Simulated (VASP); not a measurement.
# LiGeBr3 (I4/mcm) in VASP: further runs

LiGeBr3 is run at these levels: PBE; tasks: single point.

Everything below comes from runs of VASP 6.6.1. Logs are shortened: lines on timing, memory, paths and dates and some standing lists are left out, and cuts for length are marked.

**1. The cell of the first run**

It takes space group I4/mcm (No. 140, tetragonal). The conventional cell has a = 7.556 Å, b = 7.556 Å, c = 10.729 Å, α = 90.00°, β = 90.00°, γ = 90.00°. Li (site symmetry -42m) has 8 Br at 3.21 to 3.78 Å within 4.2 Å. Within 3.5 Å of Ge (site symmetry 4/m) lie 6 Br at 2.68 to 2.82 Å. Within 3.7 Å of Br (site symmetry m2m) lie 2 Ge at 2.82 Å and 2 Li at 3.21 Å and 1 Br at 3.52 Å. Within 3.5 Å of Br (site symmetry 422) lie 2 Ge at 2.68 Å.

**2. Single point, PBE**

Contents of INCAR:

```
PREC = Accurate
ENCUT = 520
EDIFF = 1E-6
ISMEAR = 0
SIGMA = 0.02
LREAL = F
LASPH = T
NELM = 100
ALGO = Normal
ISIF = 2
LWAVE = F
LCHARG = T
GGA = PE
LELF = T
LVHAR = T
NBANDS = 49
```

Contents of KPOINTS:

```
regular mesh
0
Gamma
  6 6 6
```

Contents of POSCAR:

```
LiGeBr3
1.0
   -3.7780009183      3.7780009183      5.3644248454
    3.7780009183     -3.7780009183      5.3644248454
    3.7780009183      3.7780009183     -5.3644248454
Li Ge Br
2 2 6
Direct
    0.7500000000      0.2500000000      0.5000000000
    0.2500000000      0.7500000000      0.5000000000
    0.5000000000      0.5000000000      0.0000000000
    0.0000000000      0.0000000000      0.0000000000
    0.3353314550      0.8353314550      0.1706629100
    0.8353314550      0.6646685450      0.5000000000
    0.7500000000      0.7500000000      0.0000000000
    0.6646685450      0.1646685450      0.8293370900
    0.1646685450      0.3353314550      0.5000000000
    0.2500000000      0.2500000000      0.0000000000
```

Potentials or basis: VASP PAW PBE potentials, release 64 (Li_sv, Ge_d, Br).

Started as:

```sh
$ cat potpaw_PBE.64/Li_sv/POTCAR potpaw_PBE.64/Ge_d/POTCAR potpaw_PBE.64/Br/POTCAR > POTCAR
$ mpirun -np 1 vasp_std > vasp.out
```

OUTCAR:

```text
PREC = Accurate
   ENCUT = 520
   EDIFF = 1E-6
   ISMEAR = 0
   LREAL = F
   LASPH = T
   NELM = 100
   ISIF = 2
   GGA = PE

 ion  position               nearest neighbor table
   1  0.750  0.250  0.500-
   2  0.250  0.750  0.500-
   3  0.500  0.500  0.000-   7 2.68  10 2.68   8 2.82   5 2.82   6 2.82   9 2.82
   4  0.000  0.000  0.000-   7 2.68  10 2.68   8 2.82   5 2.82   9 2.82   6 2.82
   5  0.335  0.835  0.171-   3 2.82   4 2.82
   6  0.835  0.665  0.500-   4 2.82   3 2.82
   7  0.750  0.750  0.000-   3 2.68   4 2.68
   8  0.665  0.165  0.829-   3 2.82   4 2.82
   9  0.165  0.335  0.500-   3 2.82   4 2.82
  10  0.250  0.250  0.000-   3 2.68   4 2.68

  LATTYP: Found a body centered tetragonal cell.
 ALAT       =     7.5560018366
 C/A-ratio  =     1.4199109427

  Lattice vectors:

 A1 = (  -3.7780009183,   3.7780009183,   5.3644248454)
 A2 = (   3.7780009183,  -3.7780009183,   5.3644248454)
 A3 = (   3.7780009183,   3.7780009183,  -5.3644248454)

Analysis of symmetry for initial positions (statically):
=====================================================================
 Subroutine PRICEL returns:
 Original cell was already a primitive cell.

 Routine SETGRP: Setting up the symmetry group for a
 body centered tetragonal supercell.

 Subroutine GETGRP returns: Found 16 space group operations
 (whereof  8 operations were pure point group operations)
 out of a pool of 16 trial point group operations.

The static configuration has the point symmetry C_4h.
 The point group associated with its full space group is D_4h.

Analysis of symmetry for dynamics (positions and initial velocities):
=====================================================================
 Subroutine PRICEL returns:
 Original cell was already a primitive cell.

 Routine SETGRP: Setting up the symmetry group for a
 body centered tetragonal supercell.

 Subroutine GETGRP returns: Found 16 space group operations
 (whereof  8 operations were pure point group operations)
 out of a pool of 16 trial point group operations.

The dynamic configuration has the point symmetry C_4h.
 The point group associated with its full space group is D_4h.

 Subroutine INISYM returns: Found 16 space group operations
 (whereof  8 operations are pure point group operations),
 and found     1 'primitive' translations

----------------------------------------------------------------------------------------
[... 117 lines left out ...]
   POTIM  = 0.5000    time-step for ionic-motion
   TEBEG  =    0.0;   TEEND  =   0.0 temperature during run
   PSTRESS=    0.0 pullay stress
   NELECT =      76.0000    total number of electrons
   NUPDOWN=      -1.0000    fix difference up-down
   EMIN   =  10.00;   EMAX   =-10.00  energy-range for DOS
   EFERMI =   0.00;   METHOD = LEGACY
   ISMEAR =     0;   SIGMA  =   0.02  broadening in eV -4-tet -1-fermi 0-gaus
   EFERMI_NEDOS =   21; number of points for ismear=-14 and -15
   IALGO  =     38    algorithm
   IMIX   =      4    mixing-type and parameters
     AMIX     =   0.40;   BMIX     =  1.00
     AMIX_MAG =   1.60;   BMIX_MAG =  1.00
  volume/ion in A,a.u.               =      30.63       206.68
  Fermi-wavevector in a.u.,A,eV,Ry     =   1.028751  1.944057 14.399435  1.058329
  Thomas-Fermi vector in A             =   2.162763
   LORBIT       =      0    0 simple, 1 ext, 2 COOP (PROOUT), +10 PAW based schemes
   GGA     = PE    functional components
   LHFCALC =     F    Hartree Fock is set to
   AEXX    =    0.0000 exact exchange contribution
   IVDW    =     0    specifies the selected vdW correction
   LEPSILON=     F    determine dielectric tensor
   LRPA    =     F    only Hartree local field effects (RPA)
 non-spin polarized calculation
 Gauss-broadening in eV      SIGMA  =   0.02
  energy-cutoff  :      520.00
  volume of cell :      306.27
 maximum number of plane-waves:      8261
   NGX = 29   NGY = 29   NGZ = 29

 number of electron      75.9999962 magnetization

 Free energy of the ion-electron system (eV)
  ---------------------------------------------------
  ext. energy  EPLUGINS =         0.00000000
  ---------------------------------------------------
  free energy    TOTEN  =       -30.57654698 eV

  energy without entropy =      -30.57654698  energy(sigma->0) =      -30.57654698

 E-fermi :   1.7103     XC(G=0):  -7.7174

 val. band max:        1.5780495694   @ k =   0.0000   0.0000   0.0000
 cond. band min:       2.5656020591   @ k =   0.0000   0.0000   0.0000
 fundamental gap:      0.9875524897
 Fermi energy:         1.7103485000

 k-point     1 :       0.0000    0.0000    0.0000
  band No.  band energies     occupation
      1     -46.7161      2.00000
      2     -46.7161      2.00000
      3     -23.6618      2.00000
      4     -23.6603      2.00000
      5     -23.6549      2.00000
      6     -23.6546      2.00000
[... 1237 lines left out ...]
     48       6.4751      0.00000
     49       7.1009      0.00000

 [... further k-points ...]

------------------------ aborting loop because EDIFF is reached ----------------------------------------

  FORCE on cell =-STRESS in cart. coord.  units (eV):
  Direction    XX          YY          ZZ          XY          YZ          ZX
  --------------------------------------------------------------------------------------
  -------------------------------------------------------------------------------------
  Total        0.0508491      0.0508491     -0.0108818      0.0000000     -0.0000000      0.0000000
  in kB        0.2660030      0.2660030     -0.0569249      0.0000000     -0.0000000      0.0000000
  external PRESSURE =       0.1583604 kB  Pullay stress =       0.0000000 kB

 VOLUME and BASIS-vectors are now :
 -----------------------------------------------------------------------------
  energy-cutoff  :      520.00
  volume of cell :      306.27
      direct lattice vectors                 reciprocal lattice vectors
    -3.778000918  3.778000918  5.364424845     0.000000000  0.132345124  0.093206637
     3.778000918 -3.778000918  5.364424845     0.132345124  0.000000000  0.093206637
     3.778000918  3.778000918 -5.364424845     0.132345124  0.132345124  0.000000000

 POSITION                                       TOTAL-FORCE (eV/Angst)
 -----------------------------------------------------------------------------------
      0.00000      3.77800      2.68221        -0.000000     -0.000000     -0.000000
      3.77800      0.00000      2.68221        -0.000000     -0.000000     -0.000000
      0.00000      0.00000      5.36442        -0.000000     -0.000000     -0.000000
      0.00000      0.00000      0.00000        -0.000000     -0.000000     -0.000000
      2.53377     -1.24424      5.36442         0.005851      0.005851     -0.000000
      1.24424      2.53377      5.36442        -0.005851      0.005851      0.000000
      0.00000      0.00000      8.04664        -0.000000     -0.000000     -0.000000
      1.24424      5.02224     -0.00000        -0.005851     -0.005851      0.000000
      2.53377      1.24424      0.00000         0.005851     -0.005851      0.000000
      0.00000      0.00000      2.68221        -0.000000     -0.000000     -0.000000
 -----------------------------------------------------------------------------------
    total drift:                               -0.000000     -0.000000      0.000000

  FREE ENERGIE OF THE ION-ELECTRON SYSTEM (eV)
  ---------------------------------------------------
  free  energy   TOTEN  =       -30.5765469829 eV

  energy  without entropy=      -30.5765469829  energy(sigma->0) =      -30.57654698
```

OSZICAR:

```text
N       E                     dE             d eps       ncg     rms          rms(c)
DAV:   1     0.768270528472E+03    0.76827E+03   -0.32341E+04  3789   0.207E+03
DAV:   2     0.109467853537E+03   -0.65880E+03   -0.62971E+03  3309   0.606E+02
DAV:   3    -0.190334590096E+02   -0.12850E+03   -0.12615E+03  3537   0.173E+02
DAV:   4    -0.306928003878E+02   -0.11659E+02   -0.11581E+02  4032   0.554E+01
DAV:   5    -0.313482271928E+02   -0.65543E+00   -0.65276E+00  4542   0.112E+01    0.782E+00
DAV:   6    -0.305748074198E+02    0.77342E+00   -0.17826E+00  4584   0.642E+00    0.442E+00
DAV:   7    -0.305490984127E+02    0.25709E-01   -0.60476E-01  3834   0.267E+00    0.163E+00
DAV:   8    -0.305728821873E+02   -0.23784E-01   -0.10421E-01  4234   0.200E+00    0.252E-01
DAV:   9    -0.305736536131E+02   -0.77143E-03   -0.90750E-03  4158   0.681E-01    0.152E-01
DAV:  10    -0.305761418557E+02   -0.24882E-02   -0.42971E-03  3348   0.331E-01    0.561E-02
DAV:  11    -0.305765204562E+02   -0.37860E-03   -0.76659E-04  4129   0.146E-01    0.149E-02
DAV:  12    -0.305765414090E+02   -0.20953E-04   -0.84908E-05  4203   0.595E-02    0.791E-03
DAV:  13    -0.305765469025E+02   -0.54935E-05   -0.98337E-06  3436   0.140E-02    0.326E-03
DAV:  14    -0.305765469829E+02   -0.80414E-07   -0.72350E-07  2232   0.743E-03
   1 F= -.30576547E+02 E0= -.30576547E+02  d E =-.518028E-23
```

It took 8.6 min on 1 thread of Intel Xeon Platinum 8259CL at 2.50GHz (Skylake/Cascade Lake), shared host; peak memory 0.67 GiB.

Results:

```
Free energy            : -30.5765 eV
Largest force          : 0.008 eV/Å
Band gap on the k mesh : 0.99 eV
```

Forces in eV/Å, atoms in the order of the input:
```
Li   0.000  0.000  0.000
Li   0.000  0.000  0.000
Ge   0.000  0.000  0.000
Ge   0.000  0.000  0.000
Br   0.006  0.006  0.000
Br  -0.006  0.006  0.000
Br   0.000  0.000  0.000
Br  -0.006 -0.006  0.000
Br   0.006 -0.006  0.000
Br   0.000  0.000  0.000
```

Caveat: the cutoff is under 1.25 times the usual one of these potentials, so pressure, stress and relaxed cells hold a basis-set (Pulay) error. A k mesh can miss the band edges.

**3. Single point, PBE**

This run uses another cell than the first one, of 21.86 Å³/atom.

Contents of INCAR:

```
PREC     = Accurate       # precision mode
ENCUT    = 520            # plane-wave cutoff, eV
EDIFF    = 1E-6           # SCF threshold, eV
ISMEAR   = 0              # smearing method
SIGMA    = 0.1            # smearing width, eV
LREAL    = F              # projectors in reciprocal space
LASPH    = T              # aspherical terms in the spheres
NELM     = 100            # most SCF steps
ALGO     = Normal         # electronic algorithm
ISIF     = 2              # what is computed and relaxed
LWAVE    = F              # write WAVECAR
LCHARG   = F              # write CHGCAR
GGA      = PE             # functional
NBANDS   = 49             # bands
```

Contents of KPOINTS:

```
Automatic mesh
0
Gamma
  4 4 4
```

Contents of POSCAR:

```
LiGeBr3
1.0
   -3.3808646600      3.3808646600      4.7812646600
    3.3808646600     -3.3808646600      4.7812646600
    3.3808646600      3.3808646600     -4.7812646600
Li Ge Br
2 2 6
Direct
    0.7500000000      0.2500000000      0.5000000000
    0.2500000000      0.7500000000      0.5000000000
    0.5000000000      0.5000000000      0.0000000000
    0.0000000000      0.0000000000      0.0000000000
    0.2654407000      0.7654407000      0.0308814000
    0.7654407000      0.7345593000      0.5000000000
    0.7500000000      0.7500000000      0.0000000000
    0.7345593000      0.2345593000      0.9691186000
    0.2345593000      0.2654407000      0.5000000000
    0.2500000000      0.2500000000      0.0000000000
```

Potentials or basis: VASP PAW PBE potentials, release 64 (Li_sv, Ge_d, Br).

Started as:

```sh
$ cat potpaw_PBE.64/Li_sv/POTCAR potpaw_PBE.64/Ge_d/POTCAR potpaw_PBE.64/Br/POTCAR > POTCAR
$ mpirun -np 1 vasp_std > vasp.out
```

Run time: 4.9 min. Hardware: 1 thread of Intel Xeon 8259CL, shared host; peak memory 0.41 GiB.

The run converged. Its results:

```yaml
Free_energy: -24.5618 eV
Largest_force: 0.439 eV/Å
Band_gap_on_the_k_mesh: zero (bands 38 and 39 overlap by 0.26 eV)
```

Forces on the atoms (eV/Å):
```
Li   0.000  0.000  0.000
Li   0.000  0.000  0.000
Ge   0.000  0.000  0.000
Ge   0.000  0.000  0.000
Br   0.311  0.311  0.000
Br  -0.311  0.311  0.000
Br   0.000  0.000  0.000
Br  -0.311 -0.311  0.000
Br   0.311 -0.311  0.000
Br   0.000  0.000  0.000
```

Levels at points of the mesh, in eV from the Fermi level:
```csv
k point,band 35,band 36,band 37,band 38,band 39,band 40,band 41,band 42
"(0.00, 0.00, 0.00)",-3.39,-3.37,-3.37,-0.27,-0.26,-0.26,-0.17,-0.06
"(0.50, 0.00, 0.00)",-4.11,-4.11,-3.31,-3.31,1.58,1.58,1.77,1.77
"(0.50, 0.50, 0.00)",-4.53,-3.39,-2.10,-0.02,0.30,0.36,0.46,1.56
"(0.50, 0.50, 0.50)",-4.53,-3.50,-1.97,-0.02,0.37,0.37,0.38,1.65
```

Caveat: the cutoff is under 1.25 times the usual one of these potentials, so pressure, stress and relaxed cells hold a basis-set (Pulay) error.

**4. Single point, PBE**

This run uses another cell than the first one, of 30.24 Å³/atom.

Contents of INCAR:

```
SYSTEM = LiGeBr3
PREC = Accurate ; ENCUT = 520
EDIFF = 1E-7 ; ISMEAR = 0
SIGMA = 0.1 ; LREAL = .False.
LASPH = .True. ; NELM = 80
ALGO = Normal ; ISIF = 2
LWAVE = .False. ; LCHARG = .False.
GGA = PE ; NBANDS = 49
```

Contents of KPOINTS:

```
regular mesh
0
Gamma
  4 4 4
  0 0 0
```

Contents of POSCAR:

```
LiGeBr3
1.0
   -3.7594970282      3.7594970282      5.3487664191
    3.7594970282     -3.7594970282      5.3487664191
    3.7594970282      3.7594970282     -5.3487664191
Li Ge Br
2 2 6
Direct
    0.7500000000      0.2500000000      0.5000000000
    0.2500000000      0.7500000000      0.5000000000
    0.5000000000      0.5000000000      0.0000000000
    0.0000000000      0.0000000000      0.0000000000
    0.3359246791      0.8359246791      0.1718493581
    0.8359246791      0.6640753209      0.5000000000
    0.7500000000      0.7500000000      0.0000000000
    0.6640753209      0.1640753209      0.8281506419
    0.1640753209      0.3359246791      0.5000000000
    0.2500000000      0.2500000000      0.0000000000
```

Started as:

```sh
$ cat potpaw_PBE.64/Li_sv/POTCAR potpaw_PBE.64/Ge_d/POTCAR potpaw_PBE.64/Br/POTCAR > POTCAR
$ mpirun -np 1 vasp_std > vasp.out
```

Run time: 6.3 min. Hardware: 1 thread of Intel Xeon 8259CL, shared host; peak memory 0.51 GiB.

Results (log left out):

```
Free energy            : -30.5679 eV
Largest force          : 0.003 eV/Å
Band gap on the k mesh : 0.94 eV
```

Forces in eV/Å, atoms in the order of the input:
```
Li   0.000  0.000  0.000
Li   0.000  0.000  0.000
Ge   0.000  0.000  0.000
Ge   0.000  0.000  0.000
Br   0.002  0.002  0.000
Br  -0.002  0.002  0.000
Br   0.000  0.000  0.000
Br  -0.002 -0.002  0.000
Br   0.002 -0.002  0.000
Br   0.000  0.000  0.000
```

Levels at points of the mesh, in eV from the valence-band top:
```
           k point  band 34  band 35  band 36  band 37  band 38  band 39  band 40  band 41  band 42  band 43
(0.00, 0.00, 0.00)    -2.14    -2.14    -2.01    -2.01     0.00     0.94     1.25     1.25     1.94     3.30
(0.50, 0.00, 0.00)    -2.40    -2.31    -2.31    -1.62    -1.62     2.57     2.57     2.81     2.81     3.40
(0.50, 0.50, 0.00)    -2.17    -2.11    -2.11    -2.11    -0.85     1.18     1.30     1.77     3.42     3.67
(0.50, 0.50, 0.50)    -2.62    -2.09    -2.09    -1.27    -1.08     1.48     1.48     1.50     3.36     3.87
```

Caveat: the cutoff is under 1.25 times the usual one of these potentials, so pressure, stress and relaxed cells hold a basis-set (Pulay) error.

**5. Overview**

| cell | k mesh | smearing | gap on the mesh (eV) | largest force (eV/Å) |
| --- | --- | --- | --- | --- |
| a = 7.571 Å, angles 120.1, 120.1, 89.8°, 10 atoms, atomic positions A | 6 × 6 × 6 | gaussian 0.02 eV | 0.99 | 0.01 |
| a = 6.762 Å, angles 120.0, 120.0, 90.0°, 10 atoms, atomic positions B | 4 × 4 × 4 | gaussian 0.1 eV | none | 0.44 |
| a = 7.542 Å, angles 120.2, 120.2, 89.7°, 10 atoms, atomic positions C | 4 × 4 × 4 | gaussian 0.1 eV | 0.94 | - |

Alike in all rows: task single point; level PBE; potentials or basis VASP PAW PBE potentials, release 64 (Li_sv, Ge_d, Br); no spin polarisation; cutoff (eV) 520.

Caveats: the cutoff is under 1.25 times the usual one of these potentials, so pressure, stress and relaxed cells hold a basis-set (Pulay) error.

Total energies depend on the potentials used, so only differences within one code and one set of settings carry meaning.

The gap in the log of VASP goes by the Fermi energy; the results here count the filled bands.